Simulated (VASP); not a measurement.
Zn, 1 atom in the cell. Symmetry: Fm-3m, No. 225, cubic system. The conventional cell has a = 6.397 Å, b = 6.397 Å, c = 6.397 Å, α = 90.00°, β = 90.00°, γ = 90.00°. 

```yaml
Program: VASP 6.6.1
Task: relaxation of cell and atoms
Functional: PBE
Potentials_or_basis: VASP PAW PBE potentials, release 64 (Zn)
Cutoff: 500 eV
k_mesh: 6 × 6 × 6
Occupations: gaussian, width 0.02 eV
Spin: no spin polarisation
Dipole_correction: no
Further_INCAR_settings: ALGO = Normal; EDIFF = 1e-07; IBRION = 2; EDIFFG = -0.025; NSW = 90; ISIF = 3
```

Potentials or basis: VASP PAW PBE potentials, release 64 (Zn).

The run is started by

```bash
$ cat potpaw_PBE.64/Zn/POTCAR > POTCAR
$ mpirun -np 1 vasp_std > vasp.out
```

Hardware: 1 thread of Intel(R) Xeon(R) Platinum 8488C (Sapphire Rapids), on a shared host.

Question: How long does it take, and how much memory?

Answer: Wall time 2.6 min on 1 thread of Intel(R) Xeon(R) Platinum 8488C (Sapphire Rapids), with other jobs on the host, peak memory 0.21 GiB. Counts: scf iterations 137, k points 16, ion steps 13.
